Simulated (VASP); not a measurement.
# Si (P6_3/mmc) in VASP: notebook, part 2 of 3

VASP 6.6.1. The steps go on from the part before.

**3. Electric field gradients, PBE**

This run uses another cell than the first one, of 20.44 Å³/atom.

Input file INCAR:

```
  PREC = Accurate
  ENCUT = 520
  EDIFF = 1E-8
  ISMEAR = 0
  SIGMA = 0.01
  LREAL = False
  LASPH = True
  NELM = 100
  ALGO = Normal
  ISIF = 2
  LWAVE = False
  LCHARG = False
  GGA = PE
  LEFG = True
  NBANDS = 16
```

Input file KPOINTS:

```
regular mesh
0
Gamma
  12 12 6
```

Input file POSCAR:

```
Si
1.0
    3.8512434487      0.0000000000      0.0000000000
   -1.9256217244      3.3352746627      0.0000000000
    0.0000000000      0.0000000000      6.3658255622
Si
4
Direct
    0.3333333333      0.6666666667      0.0629474408
    0.6666666667      0.3333333333      0.5629474408
    0.3333333333      0.6666666667      0.4370525592
    0.6666666667      0.3333333333      0.9370525592
```

Potentials or basis: VASP PAW PBE potentials, release 64 (Si).

Launch:

```sh
cat potpaw_PBE.64/Si/POTCAR > POTCAR
mpirun -np 1 vasp_std > vasp.out
```

OUTCAR:

```text
PREC = Accurate
   ENCUT = 520
   EDIFF = 1E-8
   ISMEAR = 0
   LREAL = False
   LASPH = True
   NELM = 100
   ISIF = 2
   GGA = PE

 ion  position               nearest neighbor table
   1  0.333  0.667  0.063-   4 2.36   4 2.36   4 2.36   3 2.38
   2  0.667  0.333  0.563-   3 2.36   3 2.36   3 2.36   4 2.38
   3  0.333  0.667  0.437-   2 2.36   2 2.36   2 2.36   1 2.38
   4  0.667  0.333  0.937-   1 2.36   1 2.36   1 2.36   2 2.38

  LATTYP: Found a hexagonal cell.
 ALAT       =     3.8512434487
 C/A-ratio  =     1.6529273329

  Lattice vectors:

 A1 = (   3.8512434487,   0.0000000000,   0.0000000000)
 A2 = (  -1.9256217244,   3.3352746627,   0.0000000000)
 A3 = (   0.0000000000,   0.0000000000,   6.3658255622)

Analysis of symmetry for initial positions (statically):
=====================================================================
 Subroutine PRICEL returns:
 Original cell was already a primitive cell.

 Routine SETGRP: Setting up the symmetry group for a
 hexagonal supercell.

 Subroutine GETGRP returns: Found 24 space group operations
 (whereof 12 operations were pure point group operations)
 out of a pool of 24 trial point group operations.

The static configuration has the point symmetry D_3d.
 The point group associated with its full space group is D_6h.

Analysis of symmetry for dynamics (positions and initial velocities):
=====================================================================
 Subroutine PRICEL returns:
 Original cell was already a primitive cell.

 Routine SETGRP: Setting up the symmetry group for a
 hexagonal supercell.

 Subroutine GETGRP returns: Found 24 space group operations
 (whereof 12 operations were pure point group operations)
 out of a pool of 24 trial point group operations.

The dynamic configuration has the point symmetry D_3d.
 The point group associated with its full space group is D_6h.

 Subroutine INISYM returns: Found 24 space group operations
 (whereof 12 operations are pure point group operations),
 and found     1 'primitive' translations

----------------------------------------------------------------------------------------

                                     Primitive cell

  volume of cell :      81.7687

  direct lattice vectors                    reciprocal lattice vectors
     3.851243449  0.000000000  0.000000000     0.259656398  0.149912691  0.000000000
    -1.925621724  3.335274663  0.000000000     0.000000000  0.299825382  0.000000000
     0.000000000  0.000000000  6.365825562     0.000000000  0.000000000  0.157088816

  length of vectors
     3.851243449  3.851243449  6.365825562     0.299825382  0.299825382  0.157088816

  position of ions in fractional coordinates (direct lattice)
     0.333333333  0.666666667  0.062947441
     0.666666667  0.333333333  0.562947441
     0.333333333  0.666666667  0.437052559
     0.666666667  0.333333333  0.937052559

  ion indices of the primitive-cell ions
   primitive index   ion index
[... 92 lines left out ...]
   EFERMI_NEDOS =   21; number of points for ismear=-14 and -15
   IALGO  =     38    algorithm
   IMIX   =      4    mixing-type and parameters
     AMIX     =   0.40;   BMIX     =  1.00
     AMIX_MAG =   1.60;   BMIX_MAG =  1.00
  volume/ion in A,a.u.               =      20.44       137.95
  Fermi-wavevector in a.u.,A,eV,Ry     =   0.950428  1.796048 12.290315  0.903313
  Thomas-Fermi vector in A             =   2.078803
   LORBIT       =      0    0 simple, 1 ext, 2 COOP (PROOUT), +10 PAW based schemes
   GGA     = PE    functional components
   LHFCALC =     F    Hartree Fock is set to
   AEXX    =    0.0000 exact exchange contribution
   IVDW    =     0    specifies the selected vdW correction
   LEPSILON=     F    determine dielectric tensor
   LRPA    =     F    only Hartree local field effects (RPA)
 non-spin polarized calculation
 Gauss-broadening in eV      SIGMA  =   0.01
  energy-cutoff  :      520.00
  volume of cell :       81.77
 maximum number of plane-waves:      2220
 NGX is ok and might be reduce to    30
   NGX = 15   NGY = 15   NGZ = 23

 number of electron      16.0000001 magnetization

 Free energy of the ion-electron system (eV)
  ---------------------------------------------------
  ext. energy  EPLUGINS =         0.00000000
  ---------------------------------------------------
  free energy    TOTEN  =       -21.65521413 eV

  energy without entropy =      -21.65521413  energy(sigma->0) =      -21.65521413

 E-fermi :   5.9208     XC(G=0):  -9.3232

 val. band max:        5.8620445212   @ k =   0.0000   0.0000   0.0000
 cond. band min:       6.3157543583   @ k =   0.5000   0.0000   0.0000
 fundamental gap:      0.4537098372
 Fermi energy:         5.9208347804

 k-point     1 :       0.0000    0.0000    0.0000
  band No.  band energies     occupation
      1      -6.2125      2.00000
      2      -3.9691      2.00000
      3      -1.2646      2.00000
      4       4.3704      2.00000
      5       4.3704      2.00000
      6       5.5253      2.00000
[... 433 lines left out ...]
      3      -1.1018      2.00000
      4       1.1825      2.00000
      5       1.3401      2.00000
      6       3.2019      2.00000
[... 8 lines left out ...]
     15      12.9678      0.00000
     16      12.9880      0.00000

 [... further k-points ...]

------------------------ aborting loop because EDIFF is reached ----------------------------------------

  FORCE on cell =-STRESS in cart. coord.  units (eV):
  Direction    XX          YY          ZZ          XY          YZ          ZX
  --------------------------------------------------------------------------------------
  -------------------------------------------------------------------------------------
  Total       -0.0363468     -0.0363468     -0.0445405      0.0000000      0.0000000      0.0000000
  in kB       -0.7121792     -0.7121792     -0.8727268      0.0000000      0.0000000      0.0000000
  external PRESSURE =      -0.7656951 kB  Pullay stress =       0.0000000 kB

 VOLUME and BASIS-vectors are now :
 -----------------------------------------------------------------------------
  energy-cutoff  :      520.00
  volume of cell :       81.77
      direct lattice vectors                 reciprocal lattice vectors
     3.851243449  0.000000000  0.000000000     0.259656398  0.149912691  0.000000000
    -1.925621724  3.335274663  0.000000000     0.000000000  0.299825382  0.000000000
     0.000000000  0.000000000  6.365825562     0.000000000  0.000000000  0.157088816

 POSITION                                       TOTAL-FORCE (eV/Angst)
 -----------------------------------------------------------------------------------
     -0.00000      2.22352      0.40071        -0.000000      0.000000     -0.001061
      1.92562      1.11176      3.58363         0.000000      0.000000     -0.001061
     -0.00000      2.22352      2.78220        -0.000000     -0.000000      0.001061
      1.92562      1.11176      5.96511         0.000000      0.000000      0.001061
 -----------------------------------------------------------------------------------
    total drift:                               -0.000000      0.000000     -0.000000

  FREE ENERGIE OF THE ION-ELECTRON SYSTEM (eV)
  ---------------------------------------------------
  free  energy   TOTEN  =       -21.6552141307 eV

  energy  without entropy=      -21.6552141307  energy(sigma->0) =      -21.65521413

 Electric field gradients (V/A^2)
---------------------------------------------------------------------
 ion       V_xx      V_yy      V_zz      V_xy      V_xz      V_yz
---------------------------------------------------------------------
   1      -1.924    -1.924     3.847    -0.000    -0.000     0.000
   2      -1.924    -1.924     3.847    -0.000     0.000    -0.000
   3      -1.924    -1.924     3.847    -0.000     0.000    -0.000
   4      -1.924    -1.924     3.847    -0.000    -0.000     0.000
---------------------------------------------------------------------

 Electric field gradients after diagonalization (V/A^2)
 (convention: |V_zz| > |V_xx| > |V_yy|)
----------------------------------------------------------------------
 ion       V_xx      V_yy      V_zz     asymmetry (V_yy - V_xx)/ V_zz
----------------------------------------------------------------------
   1      -1.924    -1.924     3.847       0.000
   2      -1.924    -1.924     3.847       0.000
   3      -1.924    -1.924     3.847       0.000
   4      -1.924    -1.924     3.847       0.000
----------------------------------------------------------------------

           NMR quadrupolar parameters

 Cq : quadrupolar parameter    Cq=e*Q*V_zz/h
 eta: asymmetry parameters     (V_yy - V_xx)/ V_zz
 Q  : nuclear electric quadrupole moment in mb (millibarn)
----------------------------------------------------------------------
 ion       Cq(MHz)       eta       Q (mb)
----------------------------------------------------------------------
   1       0.009       0.000       1.000
   2       0.009       0.000       1.000
   3       0.009       0.000       1.000
   4       0.009       0.000       1.000
----------------------------------------------------------------------
```

OSZICAR:

```text
N       E                     dE             d eps       ncg     rms          rms(c)
DAV:   1     0.270334911196E+02    0.27033E+02   -0.59442E+03  2432   0.817E+02
DAV:   2    -0.200373994461E+02   -0.47071E+02   -0.42295E+02  3280   0.120E+02
DAV:   3    -0.219741271156E+02   -0.19367E+01   -0.19208E+01  3344   0.231E+01
DAV:   4    -0.219969326749E+02   -0.22806E-01   -0.22800E-01  2968   0.322E+00
DAV:   5    -0.219973307503E+02   -0.39808E-03   -0.39806E-03  3320   0.405E-01    0.672E+00
DAV:   6    -0.217619638969E+02    0.23537E+00   -0.93859E-02  2872   0.145E+00    0.409E+00
DAV:   7    -0.216521995411E+02    0.10976E+00   -0.20105E-01  2904   0.221E+00    0.232E-01
DAV:   8    -0.216545848691E+02   -0.23853E-02   -0.14312E-02  2984   0.599E-01    0.106E-01
DAV:   9    -0.216550852594E+02   -0.50039E-03   -0.64025E-04  3232   0.145E-01    0.815E-02
DAV:  10    -0.216552101535E+02   -0.12489E-03   -0.13998E-04  2888   0.591E-02    0.120E-02
DAV:  11    -0.216552124315E+02   -0.22780E-05   -0.45343E-06  3368   0.118E-02    0.807E-03
DAV:  12    -0.216552142808E+02   -0.18493E-05   -0.20703E-06  2840   0.766E-03    0.102E-03
DAV:  13    -0.216552141222E+02    0.15863E-06   -0.14717E-07  3272   0.197E-03    0.759E-04
DAV:  14    -0.216552141307E+02   -0.84988E-08   -0.13759E-08  2792   0.710E-04
   1 F= -.21655214E+02 E0= -.21655214E+02  d E =-.127479E-19
```

stdout:

```text
POSCAR found type information on POSCAR Si
 POSCAR found :  1 types and       4 ions
 scaLAPACK will be used
 LDA part: xc-table for (Slater+PW92), standard interpolation
 POSCAR, INCAR and KPOINTS ok, starting setup
 FFT: planning ... GRIDC
 FFT: planning ... GRID_SOFT
 FFT: planning ... GRID
 WAVECAR not read
 entering main loop
ion   1

ion   2

ion   3

ion   4
```

Wall time 2.3 min (1 thread of Intel Xeon 8259CL, shared host); peak memory 0.23 GiB.

What came out:

- Free energy: -21.6552 eV
- Pressure: -0.1 GPa
- Band gap on the k mesh: 0.45 eV (least direct gap 0.99 eV)
- Largest electric field gradient by atom: Si +3.8 V/Å²

Levels at points of the mesh, in eV from the valence-band top:
```tsv
k point	band 4	band 5	band 6	band 7	band 8	band 9	band 10	band 11	band 12	band 13
(0.00, 0.00, 0.00)	-1.49	-1.49	-0.34	0.00	0.00	0.99	2.02	2.02	2.32	3.35
(0.50, 0.00, 0.00)	-5.93	-4.58	-3.00	-2.92	-1.42	0.45	2.33	3.02	3.13	4.37
(0.00, 0.00, 0.50)	-4.19	-0.91	-0.91	-0.91	-0.91	1.77	1.77	2.99	2.99	2.99
(0.50, 0.00, 0.50)	-7.18	-2.41	-2.41	-2.38	-2.38	0.92	0.92	1.70	1.70	5.61
```

Electric field gradients, principal values (V/Å²):
```csv
atom,least,middle,greatest (by size)
1 Si,-1.924,-1.924,3.847
2 Si,-1.924,-1.924,3.847
3 Si,-1.924,-1.924,3.847
4 Si,-1.924,-1.924,3.847
```

Caveat: without QUAD_EFG the Cq values of the log hold for a quadrupole moment of 1 mb, not for the nuclei.

(Continued in part 3 of 3.)
